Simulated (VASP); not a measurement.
# C (Im-3m) in VASP: further runs, part 2 of 2

VASP 6.6.1.

### Step 3. Single point, PBE

INCAR reads:

```
SYSTEM = C
  ALGO = Normal
  EDIFF = 1E-6
  ENCUT = 520
  GGA = PE
  ISIF = 2
  ISMEAR = -1
  LASPH = .True.
  LCHARG = .False.
  LREAL = .False.
  LWAVE = .False.
  NBANDS = 8
  NELM = 80
  PREC = Accurate
  SIGMA = 0.1
```

KPOINTS reads:

```
k-points
0
Gamma
  25 25 25
  0 0 0
```

POSCAR reads:

```
C
1.0
   -1.0782785154      1.0782785154      1.0782785154
    1.0782785154     -1.0782785154      1.0782785154
    1.0782785154      1.0782785154     -1.0782785154
C
1
Direct
    0.0000000000      0.0000000000      0.0000000000
```

Potentials or basis: VASP PAW PBE potentials, release 64 (C).

Started as:

```console
$ cat potpaw_PBE.64/C/POTCAR > POTCAR
$ mpirun -np 1 vasp_std > vasp.out
```

OUTCAR:

```text
SYSTEM = C
   EDIFF = 1E-6
   ENCUT = 520
   GGA = PE
   ISIF = 2
   ISMEAR = -1
   LASPH = .True.
   LREAL = .False.
   NELM = 80
   PREC = Accurate

 ion  position               nearest neighbor table
   1  0.000  0.000  0.000-

  LATTYP: Found a body centered cubic cell.
 ALAT       =     2.1565570308

  Lattice vectors:

 A1 = (  -1.0782785154,   1.0782785154,   1.0782785154)
 A2 = (   1.0782785154,  -1.0782785154,   1.0782785154)
 A3 = (   1.0782785154,   1.0782785154,  -1.0782785154)

Analysis of symmetry for initial positions (statically):
=====================================================================
 Subroutine PRICEL returns:
 Original cell was already a primitive cell.

 Routine SETGRP: Setting up the symmetry group for a
 body centered cubic supercell.

 Subroutine GETGRP returns: Found 48 space group operations
 (whereof 48 operations were pure point group operations)
 out of a pool of 48 trial point group operations.

The static configuration has the point symmetry O_h .

Analysis of symmetry for dynamics (positions and initial velocities):
=====================================================================
 Subroutine PRICEL returns:
 Original cell was already a primitive cell.

 Routine SETGRP: Setting up the symmetry group for a
 body centered cubic supercell.

 Subroutine GETGRP returns: Found 48 space group operations
 (whereof 48 operations were pure point group operations)
 out of a pool of 48 trial point group operations.

The dynamic configuration has the point symmetry O_h .

 Subroutine INISYM returns: Found 48 space group operations
 (whereof 48 operations are pure point group operations),
 and found     1 'primitive' translations

----------------------------------------------------------------------------------------

                                     Primitive cell

[... 102 lines left out ...]
   EFERMI =   0.00;   METHOD = LEGACY
   ISMEAR =    -1;   SIGMA  =   0.10  broadening in eV -4-tet -1-fermi 0-gaus
   EFERMI_NEDOS =   21; number of points for ismear=-14 and -15
   IALGO  =     38    algorithm
   IMIX   =      4    mixing-type and parameters
     AMIX     =   0.40;   BMIX     =  1.00
     AMIX_MAG =   1.60;   BMIX_MAG =  1.00
  volume/ion in A,a.u.               =       5.01        33.84
  Fermi-wavevector in a.u.,A,eV,Ry     =   1.518252  2.869080 31.362644  2.305089
  Thomas-Fermi vector in A             =   2.627398
   LORBIT       =      0    0 simple, 1 ext, 2 COOP (PROOUT), +10 PAW based schemes
   GGA     = PE    functional components
   LHFCALC =     F    Hartree Fock is set to
   AEXX    =    0.0000 exact exchange contribution
   IVDW    =     0    specifies the selected vdW correction
   LEPSILON=     F    determine dielectric tensor
   LRPA    =     F    only Hartree local field effects (RPA)
 non-spin polarized calculation
  energy-cutoff  :      520.00
  volume of cell :        5.01
 maximum number of plane-waves:       143
 NGX is ok and might be reduce to    14
   NGX =  7   NGY =  7   NGZ =  7

 number of electron       4.0000000 magnetization

 Free energy of the ion-electron system (eV)
  ---------------------------------------------------
  ext. energy  EPLUGINS =         0.00000000
  ---------------------------------------------------
  free energy    TOTEN  =        -4.48324951 eV

  energy without entropy =       -4.47309955  energy(sigma->0) =       -4.47817453

 E-fermi :  13.0124     XC(G=0): -14.5638

 val. band max:       12.9637259832   @ k =  -0.2400   0.4400   0.0400
 cond. band min:      13.0124251691   @ k =  -0.3200   0.4800   0.0800
 fundamental gap:      0.0486991858
 Fermi energy:        13.0123786114

 k-point     1 :       0.0000    0.0000    0.0000
  band No.  band energies     occupation
      1     -10.9876      2.00000
      2      25.0393      0.00000
      3      25.0393      0.00000
      4      25.0393      0.00000
      5      51.1488      0.00000
      6      51.1488      0.00000
      7      51.1488      0.00000
      8      56.0570      0.00000
[... 243 lines left out ...]
 k-point    24 :       0.4400    0.0400    0.0000
  band No.  band energies     occupation
      1      -0.0066      2.00000
      2       4.8826      2.00000
      3      18.5275      0.00000
      4      22.6475      0.00000
      5      38.7025      0.00000
      6      39.2983      0.00000
      7      55.8395      0.00000
      8      56.4730      0.00000

 [... further k-points ...]
[... 5 lines left out ...]
  --------------------------------------------------------------------------------------
  -------------------------------------------------------------------------------------
  Total        3.0199966      3.0199966      3.0199966      0.0000000      0.0000000     -0.0000000
  in kB      964.8597546    964.8597546    964.8597546      0.0000000      0.0000000     -0.0000000
  external PRESSURE =     964.8597546 kB  Pullay stress =       0.0000000 kB

 VOLUME and BASIS-vectors are now :
 -----------------------------------------------------------------------------
  energy-cutoff  :      520.00
  volume of cell :        5.01
      direct lattice vectors                 reciprocal lattice vectors
    -1.078278515  1.078278515  1.078278515     0.000000000  0.463702089  0.463702089
     1.078278515 -1.078278515  1.078278515     0.463702089  0.000000000  0.463702089
     1.078278515  1.078278515 -1.078278515     0.463702089  0.463702089  0.000000000

 POSITION                                       TOTAL-FORCE (eV/Angst)
 -----------------------------------------------------------------------------------
      0.00000      0.00000      0.00000         0.000000      0.000000      0.000000
 -----------------------------------------------------------------------------------
    total drift:                               -0.000000      0.000000      0.000000

  FREE ENERGIE OF THE ION-ELECTRON SYSTEM (eV)
  ---------------------------------------------------
  free  energy   TOTEN  =        -4.4832495108 eV

  energy  without entropy=       -4.4730995514  energy(sigma->0) =       -4.47817453
```

It took 10 s on 1 thread of AMD EPYC 7R43 (Zen 3), shared host; peak memory 0.08 GiB.

What came out:

- Free energy: -4.4832 eV
- Pressure: 96.5 GPa
- Band gap on the k mesh: zero (band 2 reaches 25.04 eV, above the bottom of band 3 at 7.88 eV)
